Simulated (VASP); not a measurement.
## Hf: single point with r2SCAN

Crystal: Hf.

```
CELL_PARAMETERS angstrom
-1.80500 1.85238 1.85238
1.80500 -1.75762 1.75762
1.80500 1.75762 -1.75762
ATOMIC_POSITIONS crystal
Hf 0.00000 0.00000 0.00000
```

This cell differs from its parent crystal: strain +0.0525 x Voigt [0, 0, 0, 1, 0, 0].

```
Program                : VASP 6.6.1
Task                   : single point
Functional             : r2SCAN
Potentials or basis    : VASP PAW PBE potentials, release 64 (Hf_pv)
Cutoff                 : 520 eV
k mesh                 : 18 × 18 × 18
Occupations            : gaussian, width 0.15 eV
Spin                   : no spin polarisation
Dipole correction      : no
Further INCAR settings : ALGO = Normal; EDIFF = 1e-07; NBANDS = 11
```

* Pressure: -5.8 GPa
* Band gap on the k mesh: zero (bands 5 and 6 overlap by 2.27 eV)

Stress tensor (GPa, compression positive):
```
-5.65  0.00  0.00
 0.00 -5.80 -2.65
 0.00 -2.65 -5.80
```

Levels at points of the mesh, in eV from the Fermi level:
| k point | band 2 | band 3 | band 4 | band 5 | band 6 | band 7 | band 8 | band 9 |
| --- | --- | --- | --- | --- | --- | --- | --- | --- |
| (0.00, 0.00, 0.00) | -31.19 | -31.16 | -7.23 | 1.34 | 1.64 | 2.09 | 4.41 | 4.49 |
| (0.50, 0.00, 0.00) | -31.37 | -31.17 | -3.44 | -0.43 | 0.35 | 4.55 | 5.53 | 7.26 |
| (0.00, 0.50, 0.00) | -31.42 | -31.19 | -3.32 | -0.33 | 0.68 | 4.26 | 5.19 | 7.43 |
| (0.00, 0.50, 0.50) | -31.48 | -31.21 | -3.23 | -0.22 | 1.03 | 3.98 | 4.83 | 7.75 |
| (0.50, 0.50, 0.50) | -31.70 | -31.62 | -2.51 | -2.47 | 6.30 | 6.67 | 6.96 | 7.09 |

Wall time 9.1 min on 1 thread of Intel(R) Xeon(R) Platinum 8375C CPU @ 2.90GHz (Ice Lake), on a shared host, peak memory 0.33 GiB.

Caveat: the cell differs from its parent crystal (strain +0.0525 x Voigt [0, 0, 0, 1, 0, 0]); the cell stands under tension; the PAW data sets were made with another functional, which shifts forces and pressure a little; spin-orbit coupling is left out, which moves the levels of the heavy elements.
